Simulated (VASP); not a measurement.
Runs of VASP 6.6.1 on MoS2. The structure is that of space group P6_3/mmc (No. 194), or close to it. The cells are those of the table. 

```tsv
cell	gap on the mesh (eV)	pressure (GPa)	largest force (eV/Å)
a = 3.203, b = 3.203, c = 12.457 Å, angles 90.0, 90.0, 120.0°, 6 atoms	0.87	(a)	0.50
a = 3.182, b = 3.182, c = 12.376 Å, angles 90.0, 90.0, 120.0°, 6 atoms	0.88	5.4	0.84
a = 3.161, b = 3.161, c = 12.295 Å, angles 90.0, 90.0, 120.0°, 6 atoms	0.88	8.7	1.20
a = 3.140, b = 3.140, c = 12.212 Å, angles 90.0, 90.0, 120.0°, 6 atoms	0.88	(d)	(b)
a = 3.096, b = 3.096, c = 12.044 Å, angles 90.0, 90.0, 120.0°, 6 atoms	0.89	(c)	2.45
a = 3.118, b = 3.118, c = 12.129 Å, angles 90.0, 90.0, 120.0°, 6 atoms	0.89	16.5	2.00
a = 3.223, b = 3.223, c = 12.536 Å, angles 90.0, 90.0, 120.0°, 6 atoms	0.87	-0.3	0.19
```

Alike in all rows: task single point; level PBE; potentials or basis VASP PAW PBE potentials, release 64 (Mo_sv, S); no spin polarisation; k mesh 10 × 10 × 3; cutoff (eV) 520; smearing fermi-dirac 0.05 eV.

Problem. Estimate the missing entries.

Solution. (a) 2.4; (b) 1.58; (c) 21.0; (d) 12.4.

Caveats: this functional lacks dispersion, which binds the layers, so the pressure and a relaxed spacing across them are unreliable; forces of over 1 eV/Å act on the atoms, so gaps and moduli don't describe the material at rest (some runs).

A k mesh can miss the band edges, and the runs leave out spin-orbit coupling on Mo.
